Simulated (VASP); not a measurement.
Here is a VASP 6.6.1 calculation.

INCAR

```
SYSTEM = MgBe2S3
PREC = Accurate ; ENCUT = 520
EDIFF = 1E-7 ; ISMEAR = 0
SIGMA = 0.1 ; LREAL = .FALSE.
LASPH = .TRUE. ; NELM = 100
ALGO = Normal ; ISIF = 2
LWAVE = .FALSE. ; LCHARG = .TRUE.
GGA = PE ; LELF = .TRUE.
LVHAR = .TRUE. ; NBANDS = 21
```

File KPOINTS:

```
regular mesh
0
G
  10 10 6
  0 0 0
```

File POSCAR:

```
MgBe2S3
1.0
    3.8518260999      0.0000000000      0.0000000000
    0.0000000000      3.8518260999      0.0000000000
    0.0000000000      0.0000000000      8.4823049548
Mg Be S
1 2 3
Direct
    0.0000000000      0.0000000000      0.0000000000
    0.5000000000      0.0000000000      0.5000000000
    0.0000000000      0.5000000000      0.5000000000
    0.5000000000      0.5000000000      0.8718011488
    0.5000000000      0.5000000000      0.1281988512
    0.5000000000      0.5000000000      0.5000000000
```

Potentials or basis: VASP PAW PBE potentials, release 64 (Mg, Be, S).

Command:

```sh
$ cat potpaw_PBE.64/Mg/POTCAR potpaw_PBE.64/Be/POTCAR potpaw_PBE.64/S/POTCAR > POTCAR
$ mpirun -np 1 vasp_std > vasp.out
```

**Question.** What does it give for the largest force?

**Answer.** 0.094 eV/Å.

**Question.** Predict the band gap on the k mesh.

**Answer.** Zero (band 12 reaches 4.31 eV, above the bottom of band 13 at 3.14 eV).

**Question.** Estimate the pressure.

**Answer.** -0.1 GPa.

Forces in eV/Å, atoms in the order of the input:
```
Mg   0.000  0.000  0.000
Be   0.000  0.000  0.000
Be   0.000  0.000  0.000
S    0.000  0.000  0.094
S    0.000  0.000 -0.094
S    0.000  0.000  0.000
```
